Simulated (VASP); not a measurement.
# ZnSe (rocksalt type) (Fm-3m) in VASP: notebook, part 2 of 2

VASP 6.6.1.

**6. Single point, PBE**

This run uses another cell than the first one, of 19.33 Å³/atom, 1.136 times its volume.

INCAR

```
PREC = Accurate
ENCUT = 520
EDIFF = 1E-6
ISMEAR = -1
SIGMA = 0.1
LREAL = F
LASPH = T
NELM = 80
ALGO = Normal
ISIF = 2
LWAVE = F
LCHARG = T
GGA = PE
LELF = T
LVHAR = T
NBANDS = 16
```

KPOINTS

```
regular mesh
0
Gamma
  13 13 13
```

POSCAR

```
ZnSe
1.0
    0.0000000000      2.6837739762      2.6837739762
    2.6837739762      0.0000000000      2.6837739762
    2.6837739762      2.6837739762      0.0000000000
Zn Se
1 1
Direct
    0.0000000000      0.0000000000      0.0000000000
    0.5000000000      0.5000000000      0.5000000000
```

Potentials or basis: VASP PAW PBE potentials, release 64 (Zn, Se).

Started as:

```console
cat potpaw_PBE.64/Zn/POTCAR potpaw_PBE.64/Se/POTCAR > POTCAR
mpirun -np 1 vasp_std > vasp.out
```

OUTCAR:

```text
PREC = Accurate
   ENCUT = 520
   EDIFF = 1E-6
   ISMEAR = -1
   LREAL = F
   LASPH = T
   NELM = 80
   ISIF = 2
   GGA = PE

 ion  position               nearest neighbor table
   1  0.000  0.000  0.000-   2 2.68   2 2.68   2 2.68   2 2.68   2 2.68   2 2.68
   2  0.500  0.500  0.500-   1 2.68   1 2.68   1 2.68   1 2.68   1 2.68   1 2.68

  LATTYP: Found a face centered cubic cell.
 ALAT       =     5.3675479524

  Lattice vectors:

 A1 = (   0.0000000000,   2.6837739762,   2.6837739762)
 A2 = (   2.6837739762,   0.0000000000,   2.6837739762)
 A3 = (   2.6837739762,   2.6837739762,   0.0000000000)

Analysis of symmetry for initial positions (statically):
=====================================================================
 Subroutine PRICEL returns:
 Original cell was already a primitive cell.

 Routine SETGRP: Setting up the symmetry group for a
 face centered cubic supercell.

 Subroutine GETGRP returns: Found 48 space group operations
 (whereof 48 operations were pure point group operations)
[... 155 lines left out ...]
 Free energy of the ion-electron system (eV)
  ---------------------------------------------------
  ext. energy  EPLUGINS =         0.00000000
  ---------------------------------------------------
  free energy    TOTEN  =        -5.42759564 eV

  energy without entropy =       -5.40984204  energy(sigma->0) =       -5.41871884

 E-fermi :   3.1231     XC(G=0): -10.4126

 val. band max:        3.1205485826   @ k =  -0.2308   0.1538   0.0000
 cond. band min:       3.3854668974   @ k =  -0.4615   0.3846   0.0000
 fundamental gap:      0.2649183149
 Fermi energy:         3.1231117823

 k-point     1 :       0.0000    0.0000    0.0000
  band No.  band energies     occupation
      1     -10.6925      2.00000
      2      -3.4678      2.00000
      3      -3.4678      2.00000
      4      -3.4492      2.00000
      5      -3.4492      2.00000
      6      -3.4492      2.00000
[... 433 lines left out ...]
      3      -3.6254      2.00000
      4      -3.6192      2.00000
      5      -3.3547      2.00000
      6      -3.3357      2.00000
[... 8 lines left out ...]
     15      17.0676      0.00000
     16      17.5880      0.00000

 [... further k-points ...]
[... 5 lines left out ...]
  --------------------------------------------------------------------------------------
  -------------------------------------------------------------------------------------
  Total        0.0570577      0.0570577      0.0570577      0.0000000      0.0000000      0.0000000
  in kB        2.3645949      2.3645949      2.3645949      0.0000000      0.0000000      0.0000000
  external PRESSURE =       2.3645949 kB  Pullay stress =       0.0000000 kB

 VOLUME and BASIS-vectors are now :
 -----------------------------------------------------------------------------
  energy-cutoff  :      520.00
  volume of cell :       38.66
      direct lattice vectors                 reciprocal lattice vectors
     0.000000000  2.683773976  2.683773976    -0.186304810  0.186304810  0.186304810
     2.683773976  0.000000000  2.683773976     0.186304810 -0.186304810  0.186304810
     2.683773976  2.683773976  0.000000000     0.186304810  0.186304810 -0.186304810

 POSITION                                       TOTAL-FORCE (eV/Angst)
 -----------------------------------------------------------------------------------
      0.00000      0.00000      0.00000        -0.000000      0.000000     -0.000000
      2.68377      2.68377      2.68377         0.000000      0.000000      0.000000
 -----------------------------------------------------------------------------------
    total drift:                               -0.000000      0.000000      0.000000

  FREE ENERGIE OF THE ION-ELECTRON SYSTEM (eV)
  ---------------------------------------------------
  free  energy   TOTEN  =        -5.4275956416 eV

  energy  without entropy=       -5.4098420443  energy(sigma->0) =       -5.41871884
```

OSZICAR:

```text
N       E                     dE             d eps       ncg     rms          rms(c)
DAV:   1     0.843691935534E+02    0.84369E+02   -0.89033E+03  2688   0.135E+03
DAV:   2    -0.993700483089E+00   -0.85363E+02   -0.80006E+02  3104   0.254E+02
DAV:   3    -0.573228883856E+01   -0.47386E+01   -0.47083E+01  3200   0.577E+01
DAV:   4    -0.576409756517E+01   -0.31809E-01   -0.31805E-01  3320   0.499E+00
DAV:   5    -0.576422403327E+01   -0.12647E-03   -0.12647E-03  3304   0.299E-01    0.437E+00
DAV:   6    -0.544995138833E+01    0.31427E+00   -0.58240E-01  3728   0.229E+01    0.340E+00
DAV:   7    -0.542955253147E+01    0.20399E-01   -0.11978E-01  3192   0.341E+00    0.150E+00
DAV:   8    -0.542769238196E+01    0.18601E-02   -0.38401E-03  3560   0.713E-01    0.432E-01
DAV:   9    -0.542756723780E+01    0.12514E-03   -0.10386E-03  3488   0.281E-01    0.506E-02
DAV:  10    -0.542759670557E+01   -0.29468E-04   -0.87747E-05  3336   0.893E-02    0.142E-02
DAV:  11    -0.542759559110E+01    0.11145E-05   -0.10924E-05  3816   0.493E-02    0.292E-03
DAV:  12    -0.542759564161E+01   -0.50503E-07   -0.13276E-06  2512   0.884E-03
   1 F= -.54275956E+01 E0= -.54187188E+01  d E =-.177536E-01
```

stdout:

```text
POSCAR found type information on POSCAR ZnSe
 POSCAR found :  2 types and       2 ions
 scaLAPACK will be used
 LDA part: xc-table for (Slater+PW92), standard interpolation
 POSCAR, INCAR and KPOINTS ok, starting setup
 FFT: planning ... GRIDC
 FFT: planning ... GRID_SOFT
 FFT: planning ... GRID
 WAVECAR not read
 entering main loop
```

Wall time 33 s (1 thread of Intel Xeon Platinum 8488C (Sapphire Rapids), shared host); peak memory 0.19 GiB.

Results:

* Free energy: -5.4276 eV
* Pressure: 0.2 GPa
* Band gap on the k mesh: zero (band 9 reaches 3.12 eV, above the bottom of band 10 at 2.17 eV)

Levels at points of the mesh, in eV from the Fermi level:
| k point | band 6 | band 7 | band 8 | band 9 | band 10 | band 11 | band 12 | band 13 |
| --- | --- | --- | --- | --- | --- | --- | --- | --- |
| (0.00, 0.00, 0.00) | -6.57 | -0.49 | -0.49 | -0.49 | 0.68 | 8.57 | 8.57 | 8.57 |

**7. The runs side by side**

```csv
cell,gap on the mesh (eV),pressure (GPa)
"a = 3.637 Å, angles 60.0°, 2 atoms",none,12.5
"a = 3.718 Å, angles 60.0°, 2 atoms",none,5.3
"a = 3.795 Å, angles 60.0°, 2 atoms",none,0.2
```

Alike in all rows: task single point; level PBE; potentials or basis VASP PAW PBE potentials, release 64 (Zn, Se); no spin polarisation; k mesh 13 × 13 × 13; cutoff (eV) 520; smearing fermi-dirac 0.1 eV.

Total energies depend on the potentials used, so only differences within one code and one set of settings carry meaning.
